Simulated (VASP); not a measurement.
# SnO2 (R-3m) in VASP: further runs

SnO2 is run at these levels: PBE; tasks: single point.

Program: VASP 6.6.1. These are calculated values, not measurements. Logs are shortened: lines on timing, memory, paths and dates and some standing lists are left out, and cuts for length are marked.

### 1 The cell of the first run

Symmetry: R-3m, No. 166, trigonal system. The conventional cell has a = 3.234 Å, b = 3.234 Å, c = 13.968 Å, α = 90.00°, β = 90.00°, γ = 120.00°. Within 2.8 Å of Sn (site symmetry -3m) lie 6 O at 2.10 Å. Within 2.8 Å of O (site symmetry 3m) lie 3 Sn at 2.10 Å and 3 O at 2.67 Å.

### 2 Single point, PBE

The input, INCAR:

```
SYSTEM = SnO2
  ALGO = Normal
  EDIFF = 1E-7
  ENCUT = 520
  GGA = PE
  ISIF = 2
  ISMEAR = 0
  LASPH = .True.
  LCHARG = .False.
  LREAL = .False.
  LWAVE = .False.
  NBANDS = 20
  NELM = 60
  PREC = Accurate
  SIGMA = 0.05
```

The input, KPOINTS:

```
k-points
0
Gamma
  12 12 12
  0 0 0
```

The input, POSCAR:

```
SnO2
1.0
    1.6167660720      0.9334403269      4.6559333333
   -1.6167660720      0.9334403269      4.6559333333
    0.0000000000     -1.8668806537      4.6559333333
Sn O
1 2
Direct
    0.5000000000      0.5000000000      0.5000000000
    0.2348826742      0.2348826742      0.2348826742
    0.7651173258      0.7651173258      0.7651173258
```

Potentials or basis: VASP PAW PBE potentials, release 64 (Sn_d, O).

On the command line:

```bash
$ cat potpaw_PBE.64/Sn_d/POTCAR potpaw_PBE.64/O/POTCAR > POTCAR
$ mpirun -np 1 vasp_std > vasp.out
```

OUTCAR:

```text
SYSTEM = SnO2
   EDIFF = 1E-7
   ENCUT = 520
   GGA = PE
   ISIF = 2
   ISMEAR = 0
   LASPH = .True.
   LREAL = .False.
   NELM = 60
   PREC = Accurate

 ion  position               nearest neighbor table
   1  0.500  0.500  0.500-   2 2.10   3 2.10   2 2.10   2 2.10   3 2.10   3 2.10
   2  0.235  0.235  0.235-   1 2.10   1 2.10   1 2.10
   3  0.765  0.765  0.765-   1 2.10   1 2.10   1 2.10

  LATTYP: Found a trigonal (rhomboedric) cell.
 ALAT       =     5.0162693887
 COS(alpha) =     0.7922396507

  Lattice vectors:

 A1 = (   1.6167660720,   0.9334403269,   4.6559333333)
 A2 = (  -1.6167660720,   0.9334403269,   4.6559333333)
 A3 = (   0.0000000000,  -1.8668806537,   4.6559333333)

Analysis of symmetry for initial positions (statically):
=====================================================================
 Subroutine PRICEL returns:
 Original cell was already a primitive cell.

 Routine SETGRP: Setting up the symmetry group for a
 trigonal (rhombohedral) supercell.

 Subroutine GETGRP returns: Found 12 space group operations
 (whereof 12 operations were pure point group operations)
 out of a pool of 12 trial point group operations.

The static configuration has the point symmetry D_3d.

Analysis of symmetry for dynamics (positions and initial velocities):
=====================================================================
 Subroutine PRICEL returns:
 Original cell was already a primitive cell.

 Routine SETGRP: Setting up the symmetry group for a
 trigonal (rhombohedral) supercell.

 Subroutine GETGRP returns: Found 12 space group operations
 (whereof 12 operations were pure point group operations)
 out of a pool of 12 trial point group operations.

The dynamic configuration has the point symmetry D_3d.

 Subroutine INISYM returns: Found 12 space group operations
 (whereof 12 operations are pure point group operations),
 and found     1 'primitive' translations

----------------------------------------------------------------------------------------

                                     Primitive cell

  volume of cell :      42.1591

  direct lattice vectors                    reciprocal lattice vectors
[... 83 lines left out ...]
   ISPIN  =      1    spin polarized calculation?
   LNONCOLLINEAR =      F non collinear calculations
   LSORBIT =      F    spin-orbit coupling
   LASPH  =      T    aspherical Exc in radial PAW
   ENCUT  =  520.0 eV  38.22 Ry    6.18 a.u.   9.33  9.33  9.33*2*pi/ulx,y,z
   NELM   =     60;   NELMIN=  2; NELMDL= -5     # of ELM steps
   EDIFF  = 0.1E-06   stopping-criterion for ELM
   LREAL  =      F    real-space projection
   EDIFFG = 0.1E-05   stopping-criterion for IOM
   NSW    =      0    number of steps for IOM
   IBRION =     -1    ionic relax: 0-MD 1-quasi-New 2-CG
   NFREE  =      0    steps in history (QN), initial steepest desc. (CG)
   ISIF   =      2    stress and relaxation
   ISYM   =      2    0-nonsym 1-usesym 2-fastsym
   POTIM  = 0.5000    time-step for ionic-motion
   TEBEG  =    0.0;   TEEND  =   0.0 temperature during run
   PSTRESS=    0.0 pullay stress
   NELECT =      26.0000    total number of electrons
   NUPDOWN=      -1.0000    fix difference up-down
   EMIN   =  10.00;   EMAX   =-10.00  energy-range for DOS
   EFERMI =   0.00;   METHOD = LEGACY
   ISMEAR =     0;   SIGMA  =   0.05  broadening in eV -4-tet -1-fermi 0-gaus
   EFERMI_NEDOS =   21; number of points for ismear=-14 and -15
   IALGO  =     38    algorithm
   IMIX   =      4    mixing-type and parameters
     AMIX     =   0.40;   BMIX     =  1.00
     AMIX_MAG =   1.60;   BMIX_MAG =  1.00
  volume/ion in A,a.u.               =      14.05        94.83
  Fermi-wavevector in a.u.,A,eV,Ry     =   1.393484  2.633303 26.419766  1.941798
  Thomas-Fermi vector in A             =   2.517126
   LORBIT       =      0    0 simple, 1 ext, 2 COOP (PROOUT), +10 PAW based schemes
   GGA     = PE    functional components
   LHFCALC =     F    Hartree Fock is set to
   AEXX    =    0.0000 exact exchange contribution
   IVDW    =     0    specifies the selected vdW correction
   LEPSILON=     F    determine dielectric tensor
   LRPA    =     F    only Hartree local field effects (RPA)
 non-spin polarized calculation
 Gauss-broadening in eV      SIGMA  =   0.05
  energy-cutoff  :      520.00
  volume of cell :       42.16
 maximum number of plane-waves:      1152
 NGX is ok and might be reduce to    40
   NGX = 19   NGY = 19   NGZ = 19

 number of electron      25.9999995 magnetization

 Free energy of the ion-electron system (eV)
  ---------------------------------------------------
  ext. energy  EPLUGINS =         0.00000000
  ---------------------------------------------------
  free energy    TOTEN  =       -18.15595065 eV

  energy without entropy =      -18.15595065  energy(sigma->0) =      -18.15595065

 E-fermi :   3.9708     XC(G=0): -10.1339

 val. band max:        3.6904290432   @ k =  -0.1667   0.2500   0.0833
 cond. band min:       5.6781226789   @ k =   0.0000   0.0000   0.0000
 fundamental gap:      1.9876936357
 Fermi energy:         3.9708424315

 k-point     1 :       0.0000    0.0000    0.0000
  band No.  band energies     occupation
      1     -16.4140      2.00000
      2     -16.0869      2.00000
      3     -16.0869      2.00000
      4     -15.8893      2.00000
      5     -15.8893      2.00000
      6     -14.4020      2.00000
[... 541 lines left out ...]
     19      17.1620      0.00000
     20      18.0120      0.00000

 [... further k-points ...]

------------------------ aborting loop because EDIFF is reached ----------------------------------------

  FORCE on cell =-STRESS in cart. coord.  units (eV):
  Direction    XX          YY          ZZ          XY          YZ          ZX
  --------------------------------------------------------------------------------------
  -------------------------------------------------------------------------------------
  Total        1.4611526      1.4611526      1.4464492      0.0000000      0.0000000      0.0000000
  in kB       55.5283056     55.5283056     54.9695287      0.0000000      0.0000000      0.0000000
  external PRESSURE =      55.3420466 kB  Pullay stress =       0.0000000 kB

 VOLUME and BASIS-vectors are now :
 -----------------------------------------------------------------------------
  energy-cutoff  :      520.00
  volume of cell :       42.16
      direct lattice vectors                 reciprocal lattice vectors
     1.616766072  0.933440327  4.655933333     0.309259335  0.178550960  0.071593236
    -1.616766072  0.933440327  4.655933333    -0.309259335  0.178550960  0.071593236
     0.000000000 -1.866880654  4.655933333     0.000000000 -0.357101920  0.071593236

 POSITION                                       TOTAL-FORCE (eV/Angst)
 -----------------------------------------------------------------------------------
      0.00000      0.00000      6.98390         0.000000      0.000000      0.000000
      0.00000      0.00000      3.28079        -0.000000      0.000000      0.762420
      0.00000      0.00000     10.68701        -0.000000     -0.000000     -0.762420
 -----------------------------------------------------------------------------------
    total drift:                               -0.000000      0.000000     -0.000000

  FREE ENERGIE OF THE ION-ELECTRON SYSTEM (eV)
  ---------------------------------------------------
  free  energy   TOTEN  =       -18.1559506473 eV

  energy  without entropy=      -18.1559506473  energy(sigma->0) =      -18.15595065
```

OSZICAR:

```text
N       E                     dE             d eps       ncg     rms          rms(c)
DAV:   1     0.261036572972E+03    0.26104E+03   -0.14011E+04  7972   0.193E+03
DAV:   2     0.793481928804E+01   -0.25310E+03   -0.23977E+03  8284   0.494E+02
DAV:   3    -0.204066851424E+02   -0.28342E+02   -0.28083E+02  8804   0.142E+02
DAV:   4    -0.212128196160E+02   -0.80613E+00   -0.80540E+00  8260   0.258E+01
DAV:   5    -0.212291530557E+02   -0.16333E-01   -0.16333E-01  9032   0.388E+00    0.110E+01
DAV:   6    -0.181680296194E+02    0.30611E+01   -0.11525E+01 11248   0.571E+01    0.444E+00
DAV:   7    -0.181723807016E+02   -0.43511E-02   -0.67400E-01  7824   0.662E+00    0.215E+00
DAV:   8    -0.181561008458E+02    0.16280E-01   -0.67444E-02  8084   0.279E+00    0.477E-01
DAV:   9    -0.181552930158E+02    0.80783E-03   -0.11487E-02 10528   0.167E+00    0.908E-02
DAV:  10    -0.181559273602E+02   -0.63434E-03   -0.18943E-03  7840   0.364E-01    0.289E-02
DAV:  11    -0.181559493873E+02   -0.22027E-04   -0.45588E-05 10764   0.693E-02    0.186E-02
DAV:  12    -0.181559508126E+02   -0.14253E-05   -0.41989E-06  8000   0.211E-02    0.551E-03
DAV:  13    -0.181559507425E+02    0.70084E-07   -0.11665E-06  9320   0.128E-02    0.649E-04
DAV:  14    -0.181559506473E+02    0.95221E-07   -0.11296E-07  6524   0.305E-03
   1 F= -.18155951E+02 E0= -.18155951E+02  d E =-.626166E-17
```

stdout:

```text
POSCAR found type information on POSCAR SnO
 POSCAR found :  2 types and       3 ions
 scaLAPACK will be used
 LDA part: xc-table for (Slater+PW92), standard interpolation
 POSCAR, INCAR and KPOINTS ok, starting setup
 FFT: planning ... GRIDC
 FFT: planning ... GRID_SOFT
 FFT: planning ... GRID
 WAVECAR not read
 entering main loop
```

It took 14 min on 1 thread of Intel Xeon 8259CL, shared host; peak memory 0.34 GiB.

Results:

```
Free energy            : -18.1560 eV
Pressure               : 5.5 GPa
Largest force          : 0.762 eV/Å
Band gap on the k mesh : 1.99 eV (least direct gap 2.18 eV)
```

Forces on the atoms (eV/Å):
```
Sn   0.000  0.000  0.000
O    0.000  0.000  0.762
O    0.000  0.000 -0.762
```

Levels at points of the mesh, in eV from the valence-band top:
```
           k point  band 9  band 10  band 11  band 12  band 13  band 14  band 15  band 16  band 17  band 18
(0.00, 0.00, 0.00)   -1.41    -1.41    -1.04    -1.04    -0.20     1.99     5.86    11.09    11.09    11.79
(0.50, 0.00, 0.00)   -4.21    -3.25    -1.40    -0.60    -0.59     5.64     7.99     9.94    12.69    13.35
(0.50, 0.50, 0.00)   -4.47    -3.35    -1.03    -0.44    -0.03     5.36     7.06    11.00    11.14    13.04
(0.50, 0.50, 0.50)   -1.48    -1.48    -1.42    -0.98    -0.98     3.32     5.83    11.31    11.31    12.20
```

Caveat: the cell stands under pressure; spin-orbit coupling is left out, which moves the levels of the heavy elements.

### 3 Single point, PBE

This run uses another cell than the first one, of 14.12 Å³/atom.

The input, INCAR:

```
  PREC = Accurate
  ENCUT = 520
  EDIFF = 1E-7
  ISMEAR = 0
  SIGMA = 0.05
  LREAL = False
  LASPH = True
  NELM = 60
  ALGO = Normal
  ISIF = 2
  LWAVE = False
  LCHARG = False
  GGA = PE
  NBANDS = 20
```

The input, KPOINTS:

```
Automatic mesh
0
Gamma
  12 12 12
```

The input, POSCAR:

```
SnO2
1.0
    1.6437000000      0.9489906375      4.5248000000
   -1.6437000000      0.9489906375      4.5248000000
    0.0000000000     -1.8979812749      4.5248000000
Sn O
1 2
Direct
    0.5000000000      0.5000000000      0.5000000000
    0.2348826742      0.2348826742      0.2348826742
    0.7651173258      0.7651173258      0.7651173258
```

Potentials or basis: VASP PAW PBE potentials, release 64 (Sn_d, O).

On the command line:

```bash
$ cat potpaw_PBE.64/Sn_d/POTCAR potpaw_PBE.64/O/POTCAR > POTCAR
$ mpirun -np 1 vasp_std > vasp.out
```

Run time: 9.9 min. Hardware: 1 thread of Intel Xeon 8259CL, shared host; peak memory 0.31 GiB.

The run converged. Its results:

```
Free energy            : -18.1415 eV
Pressure               : 1.8 GPa
Largest force          : 0.740 eV/Å
Band gap on the k mesh : 1.63 eV (least direct gap 1.79 eV)
```

Forces on the atoms (eV/Å):
```
Sn   0.000  0.000  0.000
O    0.000  0.000  0.740
O    0.000  0.000 -0.740
```

Stress tensor (GPa, compression positive):
```
0.19 0.00 0.00
0.00 0.19 0.00
0.00 0.00 4.91
```

Levels at points of the mesh, in eV from the valence-band top:
```csv
k point,band 10,band 11,band 12,band 13,band 14,band 15,band 16,band 17
"(0.00, 0.00, 0.00)",-1.46,-1.17,-1.17,-0.16,1.63,5.69,10.65,10.65
"(0.50, 0.00, 0.00)",-3.32,-1.35,-0.67,-0.64,5.37,7.84,9.53,12.64
"(0.50, 0.50, 0.00)",-3.44,-0.90,-0.45,-0.03,5.07,6.82,10.78,10.80
"(0.50, 0.50, 0.50)",-1.55,-1.52,-1.11,-1.11,3.10,5.71,10.93,10.93
```

Caveat: spin-orbit coupling is left out, which moves the levels of the heavy elements.

### 4 Single point, PBE

This run uses another cell than the first one, of 14.11 Å³/atom.

The input, INCAR:

```
PREC = Accurate
ENCUT = 520
EDIFF = 1E-6
ISMEAR = 0
SIGMA = 0.05
LREAL = F
LASPH = T
NELM = 100
ALGO = Normal
ISIF = 2
LWAVE = F
LCHARG = T
GGA = PE
LELF = T
LVHAR = T
NBANDS = 20
```

KPOINTS is that of step 3.

The input, POSCAR:

```
SnO2
1.0
    1.5359500000      0.8867811460      5.1805666667
   -1.5359500000      0.8867811460      5.1805666667
    0.0000000000     -1.7735622919      5.1805666667
Sn O
1 2
Direct
    0.5000000000      0.5000000000      0.5000000000
    0.2348826742      0.2348826742      0.2348826742
    0.7651173258      0.7651173258      0.7651173258
```

Potentials or basis: VASP PAW PBE potentials, release 64 (Sn_d, O).

On the command line:

```bash
$ cat potpaw_PBE.64/Sn_d/POTCAR potpaw_PBE.64/O/POTCAR > POTCAR
$ mpirun -np 1 vasp_std > vasp.out
```

OUTCAR:

```text
PREC = Accurate
   ENCUT = 520
   EDIFF = 1E-6
   ISMEAR = 0
   LREAL = F
   LASPH = T
   NELM = 100
   ISIF = 2
   GGA = PE

 ion  position               nearest neighbor table
   1  0.500  0.500  0.500-   2 2.07   3 2.07   2 2.07   2 2.07   3 2.07   3 2.07
   2  0.235  0.235  0.235-   1 2.07   1 2.07   1 2.07
   3  0.765  0.765  0.765-   1 2.07   1 2.07   1 2.07

  LATTYP: Found a trigonal (rhomboedric) cell.
 ALAT       =     5.4757459941
 COS(alpha) =     0.8426388343

[... 195 lines left out ...]
      4     -16.0864      2.00000
      5     -16.0864      2.00000
      6     -15.0610      2.00000
[... 541 lines left out ...]
     19      16.6259      0.00000
     20      18.1527      0.00000

 [... further k-points ...]
[... 5 lines left out ...]
  --------------------------------------------------------------------------------------
  -------------------------------------------------------------------------------------
  Total        5.8073181      5.8073181      0.9243430      0.0000000      0.0000000     -0.0000000
  in kB      219.7678451    219.7678451     34.9801539      0.0000000      0.0000000     -0.0000000
  external PRESSURE =     158.1719480 kB  Pullay stress =       0.0000000 kB

 VOLUME and BASIS-vectors are now :
 -----------------------------------------------------------------------------
  energy-cutoff  :      520.00
  volume of cell :       42.34
      direct lattice vectors                 reciprocal lattice vectors
     1.535950000  0.886781146  5.180566667     0.325531430  0.187945659  0.064343026
    -1.535950000  0.886781146  5.180566667    -0.325531430  0.187945659  0.064343026
     0.000000000 -1.773562292  5.180566667     0.000000000 -0.375891318  0.064343026

 POSITION                                       TOTAL-FORCE (eV/Angst)
 -----------------------------------------------------------------------------------
      0.00000      0.00000      7.77085         0.000000      0.000000     -0.000000
      0.00000      0.00000      3.65048         0.000000      0.000000      0.431326
      0.00000      0.00000     11.89122         0.000000     -0.000000     -0.431326
 -----------------------------------------------------------------------------------
    total drift:                               -0.000000      0.000000     -0.000000

  FREE ENERGIE OF THE ION-ELECTRON SYSTEM (eV)
  ---------------------------------------------------
  free  energy   TOTEN  =       -17.9228927873 eV

  energy  without entropy=      -17.9228927873  energy(sigma->0) =      -17.92289279
```

stdout:

```text
POSCAR found type information on POSCAR SnO
 POSCAR found :  2 types and       3 ions
 scaLAPACK will be used
 LDA part: xc-table for (Slater+PW92), standard interpolation
 POSCAR, INCAR and KPOINTS ok, starting setup
 FFT: planning ... GRIDC
 FFT: planning ... GRID_SOFT
 FFT: planning ... GRID
 WAVECAR not read
 entering main loop
```

Run time: 16 min. Hardware: 1 thread of Intel Xeon 8259CL, shared host; peak memory 0.36 GiB.

Results:

- Free energy: -17.9229 eV
- Pressure: 15.8 GPa
- Largest force: 0.431 eV/Å
- Band gap on the k mesh: 2.98 eV (least direct gap 3.32 eV)

Forces in eV/Å, atoms in the order of the input:
```
Sn   0.000  0.000  0.000
O    0.000  0.000  0.431
O    0.000  0.000 -0.431
```

Stress tensor (GPa, compression positive):
```
21.98  0.00  0.00
 0.00 21.98  0.00
 0.00  0.00  3.50
```

Caveat: the cell stands under pressure; spin-orbit coupling is left out, which moves the levels of the heavy elements. A k mesh can miss the band edges.

### 5 Single point, PBE

This run uses another cell than the first one, of 14.24 Å³/atom.

The input, INCAR:

```
SYSTEM = SnO2
  PREC = Accurate
  ENCUT = 520
  EDIFF = 1E-6
  ISMEAR = 0
  SIGMA = 0.05
  LREAL = .False.
  LASPH = .True.
  NELM = 80
  ALGO = Normal
  ISIF = 2
  LWAVE = .False.
  LCHARG = .True.
  GGA = PE
  LELF = .True.
  LVHAR = .True.
  NBANDS = 20
```

The input, KPOINTS:

```
regular mesh
0
Gamma
  12 12 12
  0 0 0
```

The input, POSCAR:

```
SnO2
1.0
    1.5628500000      0.9023118682      5.0494000000
   -1.5628500000      0.9023118682      5.0494000000
    0.0000000000     -1.8046237364      5.0494000000
Sn O
1 2
Direct
    0.5000000000      0.5000000000      0.5000000000
    0.2348826742      0.2348826742      0.2348826742
    0.7651173258      0.7651173258      0.7651173258
```

On the command line:

```bash
$ cat potpaw_PBE.64/Sn_d/POTCAR potpaw_PBE.64/O/POTCAR > POTCAR
$ mpirun -np 1 vasp_std > vasp.out
```

Run time: 13 min. Hardware: 1 thread of Intel Xeon 8259CL, shared host; peak memory 0.34 GiB.

The run converged. Its results:

```
Free energy            : -18.0705 eV
Pressure               : 11.1 GPa
Largest force          : 0.416 eV/Å
Band gap on the k mesh : 2.67 eV (least direct gap 2.95 eV)
```

Forces in eV/Å, atoms in the order of the input:
```
Sn   0.000  0.000  0.000
O    0.000  0.000  0.416
O    0.000  0.000 -0.416
```

Stress tensor (GPa, compression positive):
```
15.02  0.00  0.00
 0.00 15.02  0.00
 0.00  0.00  3.26
```

Levels at points of the mesh, in eV from the valence-band top:
```
           k point  band 9  band 10  band 11  band 12  band 13  band 14  band 15  band 16  band 17  band 18
(0.00, 0.00, 0.00)   -1.18    -1.18    -0.65    -0.65    -0.28     2.67     6.21    11.54    12.06    12.06
(0.50, 0.00, 0.00)   -4.42    -2.90    -1.52    -0.44    -0.41     6.05     8.04    10.93    12.54    13.37
(0.50, 0.50, 0.00)   -4.56    -2.95    -1.33    -0.36    -0.02     5.82     7.38    11.42    11.95    12.62
(0.50, 0.50, 0.50)   -1.21    -1.21    -1.17    -0.63    -0.63     3.67     6.09    11.44    12.16    12.16
```

Caveat: the cell stands under pressure; spin-orbit coupling is left out, which moves the levels of the heavy elements.

### 6 Overview

| cell | gap on the mesh (eV) | pressure (GPa) | largest force (eV/Å) |
| --- | --- | --- | --- |
| a = 5.016 Å, angles 37.6°, 3 atoms | 1.99 | 5.5 | 0.76 |
| a = 4.907 Å, angles 39.1°, 3 atoms | 1.63 | 1.8 | 0.74 |
| a = 5.476 Å, angles 32.6°, 3 atoms | 2.98 | 15.8 | 0.43 |
| a = 5.362 Å, angles 33.9°, 3 atoms | 2.67 | 11.1 | 0.42 |

Alike in all rows: task single point; level PBE; potentials or basis VASP PAW PBE potentials, release 64 (Sn_d, O); no spin polarisation; k mesh 12 × 12 × 12; cutoff (eV) 520; smearing gaussian 0.05 eV.

Caveats: spin-orbit coupling is left out, which moves the levels of the heavy elements; the cell stands under pressure (at least some runs).

Absolute energies hang on the potentials; compare differences alone.
